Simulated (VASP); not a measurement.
A run of VASP 6.6.1 is set up as follows.

The input INCAR:

```
SYSTEM = C
  PREC = Accurate
  ENCUT = 520
  EDIFF = 1E-6
  ISMEAR = -1
  SIGMA = 0.02
  LREAL = .FALSE.
  LASPH = .TRUE.
  NELM = 80
  ALGO = Normal
  ISIF = 2
  LWAVE = .FALSE.
  LCHARG = .FALSE.
  NBANDS = 21
```

The input KPOINTS:

```
Automatic mesh
0
G
  10 10 1
  0 0 0
```

The input POSCAR:

```
C
1.0
    2.4973237396      0.0000000000      0.0000000000
    0.0000000000      2.4973237396      0.0000000000
    0.0000000000      0.0000000000     20.4147000000
C
6
Direct
    0.7500000000      0.0000000000      0.3957557679
    0.2500000000      0.0000000000      0.4335309330
    0.2500000000      0.5000000000      0.4790649579
    0.7500000000      0.5000000000      0.5209350419
    0.7500000000      0.0000000000      0.5664690646
    0.2500000000      0.0000000000      0.6042442347
```

Potentials or basis: VASP PAW LDA potentials, release 64 (C).

Run with:

```sh
$ cat potpaw_LDA.64/C/POTCAR > POTCAR
$ mpirun -np 1 vasp_std > vasp.out
```

Question: Predict the band gap on the k mesh.

Answer: Zero (bands 12 and 13 overlap by 0.62 eV).

Question: What does it give for the largest force?

Answer: 0.075 eV/Å.

Forces in eV/Å, atoms in the order of the input:
```
C    0.000  0.000 -0.075
C    0.000  0.000  0.006
C    0.000  0.000 -0.011
C    0.000  0.000  0.011
C    0.000  0.000 -0.006
C    0.000  0.000  0.075
```

Caveat: there is no dipole correction, which matters where the two faces differ.
